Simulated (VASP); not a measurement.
Here is a VASP 6.6.1 calculation.

File INCAR:

```
SYSTEM = Ta4GeIr
PREC     = Accurate       ! precision mode
ENCUT    = 520            ! plane-wave cutoff, eV
EDIFF    = 1E-6           ! SCF threshold, eV
ISMEAR   = 0              ! smearing method
SIGMA    = 0.1            ! smearing width, eV
LREAL    = .FALSE.        ! projectors in reciprocal space
LASPH    = .TRUE.         ! aspherical terms in the spheres
NELM     = 60             ! most SCF steps
ALGO     = Normal         ! electronic algorithm
ISIF     = 2              ! what is computed and relaxed
LWAVE    = .FALSE.        ! write WAVECAR
LCHARG   = .TRUE.         ! write CHGCAR
GGA      = PE             ! functional
LELF     = .TRUE.         ! ELF
LVHAR    = .TRUE.       
NBANDS   = 42             ! bands
```

KPOINTS

```
Automatic mesh
0
G
  6 6 4
  0 0 0
```

The input POSCAR:

```
Ta4GeIr
1.0
    3.6484121500      0.0000000000      0.0000000000
   -1.8242060800      3.1596176100      0.0000000000
    0.0000000000      0.0000000000      7.4165435400
Ta Ge Ir
4 1 1
Direct
    0.3333333300      0.6666666700      0.7595900300
    0.3333333300      0.6666666700      0.2404099700
    0.6666666700      0.3333333300      0.7595900300
    0.6666666700      0.3333333300      0.2404099700
    0.0000000000      0.0000000000      0.5000000000
    0.0000000000      0.0000000000      0.0000000000
```

Potentials or basis: VASP PAW PBE potentials, release 64 (Ta_pv, Ge_d, Ir).

Run with:

```bash
$ cat potpaw_PBE.64/Ta_pv/POTCAR potpaw_PBE.64/Ge_d/POTCAR potpaw_PBE.64/Ir/POTCAR > POTCAR
$ mpirun -np 1 vasp_std > vasp.out
```

Predict the pressure.

112.3 GPa.

What does it give for the largest force?

0.324 eV/Å.

Forces on the atoms (eV/Å):
```
Ta   0.000  0.000 -0.324
Ta   0.000  0.000  0.324
Ta   0.000  0.000 -0.324
Ta   0.000  0.000  0.324
Ge   0.000  0.000  0.000
Ir   0.000  0.000  0.000
```
